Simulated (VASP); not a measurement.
**LiOs2: single point with PBE**

Crystal: LiOs2.

```xyz
6
Lattice="2.6442 0.0000 0.0000 -0.0005 4.0666 0.0000 -0.0087 -0.1481 9.3535" Properties=species:S:1:pos:R:3 pbc="T T T"
Li    1.3156    1.9608    0.0130
Li    1.3861    1.9714    4.6748
Os    2.6371    1.9743    2.4181
Os    2.6330    1.9729    6.9346
Os    1.2906    4.0079    3.2958
Os    1.2913   -0.0576    6.0476
```

| Quantity | Value |
| --- | --- |
| Program | VASP 6.6.1 |
| Task | single point |
| Functional | PBE |
| Potentials or basis | VASP PAW PBE potentials, release 64 (Li_sv, Os) |
| Cutoff | 520 eV |
| k mesh | 6 × 4 × 2 |
| Occupations | gaussian, width 0.1 eV |
| Spin | no spin polarisation |

```
Largest force          : 0.325 eV/Å
Band gap on the k mesh : zero (bands 19 and 20 overlap by 1.86 eV)
```

Forces on the atoms (eV/Å):
```
Li  -0.004 -0.003 -0.067
Li   0.077  0.032  0.002
Os  -0.079 -0.004  0.003
Os  -0.054 -0.003 -0.033
Os   0.045 -0.017  0.321
Os   0.015 -0.004 -0.227
```

Levels at points of the mesh, in eV from the Fermi level:
| k point | band 16 | band 17 | band 18 | band 19 | band 20 | band 21 | band 22 | band 23 |
| --- | --- | --- | --- | --- | --- | --- | --- | --- |
| (0.00, 0.00, 0.00) | -1.86 | -1.67 | -1.52 | -1.28 | -0.09 | 0.58 | 0.63 | 0.95 |
| (0.50, 0.00, 0.00) | -0.76 | -0.67 | 0.87 | 1.02 | 1.14 | 1.22 | 1.49 | 2.33 |
| (0.00, 0.50, 0.00) | -1.14 | -1.09 | -0.97 | -0.84 | -0.80 | 0.71 | 1.48 | 1.80 |
| (0.50, 0.50, 0.00) | -1.28 | -0.89 | -0.10 | 0.98 | 1.29 | 1.86 | 2.19 | 2.42 |
| (0.00, 0.00, 0.50) | -1.78 | -1.60 | -1.52 | -1.15 | -0.09 | 0.60 | 0.61 | 0.95 |
| (0.50, 0.00, 0.50) | -0.67 | -0.38 | 0.72 | 1.07 | 1.09 | 1.22 | 1.49 | 3.32 |
| (0.00, 0.50, 0.50) | -1.13 | -0.97 | -0.80 | -0.49 | -0.41 | 0.22 | 1.48 | 1.62 |
| (0.50, 0.50, 0.50) | -1.35 | -1.24 | -0.16 | 1.03 | 1.84 | 2.04 | 2.10 | 2.20 |

It took 120 s on 1 thread of Oxide Virtual Turin-like Processor, on a shared host, peak memory 0.19 GiB.

Caveat: the k points lie up to 0.40 Å⁻¹ apart, too coarse for converged energies and pressures of a metal; spin-orbit coupling is left out, which moves the levels of the heavy elements.
